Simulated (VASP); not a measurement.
Write the native input for VASP 6.6.1 that does the following.

```yaml
Task: single point
Functional: PBE
Potentials_or_basis: VASP PAW PBE potentials, release 64 (Zr_sv, B)
Cutoff: 520 eV
k_mesh: 12 × 12 × 9
Occupations: fermi-dirac, width 0.05 eV
Spin: no spin polarisation
Dipole_correction: no
Further_INCAR_settings: ALGO = Normal; EDIFF = 1e-07; NBANDS = 16
```

The structure of ZrB2 lies in POSCAR:

```
ZrB2
1.0
    3.2282998220      0.0000000000      0.0000000000
   -1.6141499111      2.7957896569      0.0000000000
    0.0000000000      0.0000000000      3.5200000000
Zr B
1 2
Direct
    0.0000000000      0.0000000000      0.0000000000
    0.3333333333      0.6666666667      0.5000000000
    0.6666666667      0.3333333333      0.5000000000
```

This cell differs from its parent crystal: equal xx and yy strain of +2 %.

These files were run (other wordings do the same):

INCAR

```
PREC = Accurate
ENCUT = 520
EDIFF = 1E-7
ISMEAR = -1
SIGMA = 0.05
LREAL = False
LASPH = True
NELM = 60
ALGO = Normal
ISIF = 2
LWAVE = False
LCHARG = True
GGA = PE
LELF = True
LVHAR = True
NBANDS = 16
```

KPOINTS

```
Automatic mesh
0
Gamma
  12 12 9
```

Potentials or basis: VASP PAW PBE potentials, release 64 (Zr_sv, B).

Launch:

```console
$ cat potpaw_PBE.64/Zr_sv/POTCAR potpaw_PBE.64/B/POTCAR > POTCAR
$ mpirun -np 1 vasp_std > vasp.out
```

It gave:

The pressure is -6.8 GPa. The band gap on the k mesh is zero (band 9 reaches 10.73 eV, above the bottom of band 10 at 9.73 eV).

Caveat: the cell differs from its parent crystal (equal xx and yy strain of +2 %).

Wall time 19 s on 1 thread of Intel(R) Xeon(R) 6975P-C (Granite Rapids), with other jobs on the host, peak memory 0.17 GiB.
